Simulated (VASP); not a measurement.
Write the native input for VASP 6.6.1 that does the following.

| Quantity | Value |
| --- | --- |
| Task | single point |
| Functional | HSE06 |
| Potentials or basis | VASP PAW PBE potentials, release 64 (Zn, S) |
| Cutoff | 520 eV |
| k mesh | 5 × 5 × 5 |
| Occupations | gaussian, width 0.05 eV |
| Spin | no spin polarisation |
| Dipole correction | no |
| Grid for exact exchange (PRECFOCK) | Normal |
| Further INCAR settings | ALGO = Normal; EDIFF = 1e-06; NBANDS = 16 |
| Share of exact exchange | 0.25 |
| Screening parameter | 0.2079 1/Å |

Crystal: ZnS.

```
Zn S
1.0
     0.00000    2.70200    2.70200
     2.70200    0.00000    2.70200
     2.70200    2.70200    0.00000
Zn S
1 1
Direct
  0.75000 0.75000 0.75000
  0.00000 0.00000 0.00000
```

One way to write it, as run:

POSCAR

```
ZnS
1.0
    0.0000000000      2.7020000000      2.7020000000
    2.7020000000      0.0000000000      2.7020000000
    2.7020000000      2.7020000000      0.0000000000
Zn S
1 1
Direct
    0.7500000000      0.7500000000      0.7500000000
    0.0000000000      0.0000000000      0.0000000000
```

INCAR.step1

```
ALGO = Normal
EDIFF = 1E-5
ENCUT = 520
GGA = PE
ISIF = 2
ISMEAR = 0
LASPH = T
LREAL = F
LWAVE = T
NBANDS = 16
NELM = 80
PREC = Accurate
SIGMA = 0.05
```

INCAR.step2

```
ALGO = Normal
EDIFF = 1E-6
ENCUT = 520
GGA = PE
HFSCREEN = 0.2079
ISIF = 2
ISMEAR = 0
ISTART = 1
LASPH = T
LCHARG = T
LELF = T
LHFCALC = T
LREAL = F
LVHAR = T
LWAVE = F
NBANDS = 16
NELM = 80
PREC = Accurate
PRECFOCK = Normal
SIGMA = 0.05
```

KPOINTS

```
k-points
0
Gamma
  5 5 5
```

Potentials or basis: VASP PAW PBE potentials, release 64 (Zn, S).

Launch:

```bash
$ cat potpaw_PBE.64/Zn/POTCAR potpaw_PBE.64/S/POTCAR > POTCAR
$ cp INCAR.step1 INCAR
$ mpirun -np 1 vasp_std > vasp.out
$ cp INCAR.step2 INCAR
$ mpirun -np 1 vasp_std > vasp.out
```

It gave:

| Quantity | Value |
| --- | --- |
| Pressure | 0.9 GPa |
| Band gap on the k mesh | 3.33 eV |

Caveat: the PAW data sets were made with another functional, which shifts forces and pressure a little.

Wall time 20 min on 1 thread of Oxide Virtual Turin-like Processor, with other jobs on the host, peak memory 0.23 GiB.
